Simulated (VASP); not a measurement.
Input of a VASP 6.6.1 run:

File INCAR:

```
  PREC = Accurate
  ENCUT = 600
  EDIFF = 1E-6
  ISMEAR = -1
  SIGMA = 0.1
  LREAL = False
  LASPH = True
  NELM = 60
  ALGO = Normal
  ISIF = 3
  LWAVE = False
  LCHARG = False
  GGA = PE
  IBRION = 2
  NSW = 60
  EDIFFG = -0.005
```

KPOINTS

```
Automatic mesh
0
Gamma
  14 14 14
```

Contents of POSCAR:

```
SnSe
1.0
    0.0000000000      2.6454205252      2.6454205252
    2.6454205252      0.0000000000      2.6454205252
    2.6454205252      2.6454205252      0.0000000000
Sn Se
1 1
Direct
    0.0000000000      0.0000000000      0.0000000000
    0.5000000000      0.5000000000      0.5000000000
```

Potentials or basis: VASP PAW PBE potentials, release 64 (Sn_d, Se).

The run is started by

```sh
$ cat potpaw_PBE.64/Sn_d/POTCAR potpaw_PBE.64/Se/POTCAR > POTCAR
$ mpirun -np 1 vasp_std > vasp.out
```

Task: Estimate the relaxed volume.

Result: 27.85 Å³/atom.

Task: What does it give for the relaxed cell?

Result: a = 4.287 Å, b = 4.287 Å, c = 4.287 Å, α = 60.00°, β = 60.00°, γ = 60.00°.

Task: Estimate the band gap on the k mesh.

Result: 0.31 eV, indirect (least direct gap 0.33 eV).

Task: Predict the space group after relaxing (to 0.05 Å).

Result: Fm-3m (No. 225).

The path:
| step | energy change (eV) | largest force (eV/Å) | pressure (GPa) | volume (Å³) |
| --- | --- | --- | --- | --- |
| 1 | 0.0000 | 0.0000 | 47.42 | 37.03 |
| 2 | -1.3271 | 0.0000 | -7.63 | 74.83 |
| 3 | -1.9155 | 0.0000 | 0.15 | 55.54 |
| 4 | -1.9155 | 0.0000 | -0.21 | 55.96 |
| 5 | -1.9156 | 0.0000 | -0.01 | 55.70 |

Caveat: the volume moved by over 15 % at a fixed basis, so the end points are rough; spin-orbit coupling is left out, which moves the levels of the heavy elements. A k mesh can miss the band edges.
